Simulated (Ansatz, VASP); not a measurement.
**InPd in VASP and in Ansatz**

```xyz
2
Lattice="3.1330 0.0000 0.0000 0.0000 3.1330 0.0000 0.0000 0.0000 3.4739" Properties=species:S:1:pos:R:3 pbc="T T T"
In   -0.0623    0.0000    0.0000
Pd    1.6337    1.5665    1.7369
```

Change from the starting cell: mode 4 frozen in at -0.070 Å, strain +e along z and -e/2 along x and y +0.0700.

Alike in both runs: task single point; functional PBEsol; k mesh 14 × 14 × 14; occupations gaussian, width 0.15 eV; no spin polarisation.

|  | VASP | Ansatz |
| --- | --- | --- |
| version | VASP 6.6.1 | Ansatz 0.2.0 |
| potentials or method | VASP PAW PBE potentials, release 64 (In_d, Pd), cutoff 520 eV | scalar-relativistic, plane waves, PAW |
| valence electrons in the cell | 23 | 31 |

|  | VASP | Ansatz | Ansatz less VASP |
| --- | --- | --- | --- |
| gap on the k mesh at the Fermi level (eV) | none | none | - |
| pressure (GPa) | 1.5 | 1.5 | -0.04 |
| traceless stress, the component that is largest in VASP (GPa) | -1.37 | -1.38 | -0.014 |
| rms of the force components (eV/Å) | 0.297 | 0.292 | -0.0049 |

VASP's potentials were made for PBE, not for PBEsol. Atom by atom the forces differ by 0.005 eV/Å (rms over components). A gap of «none» marks a metal or a gap that the smearing closes. The functional is the same, so the differences come from potentials, cutoffs and numerics. VASP's potentials hold 23 valence electrons a cell and Ansatz's 31, so a difference there can come from the potentials and not from the codes.
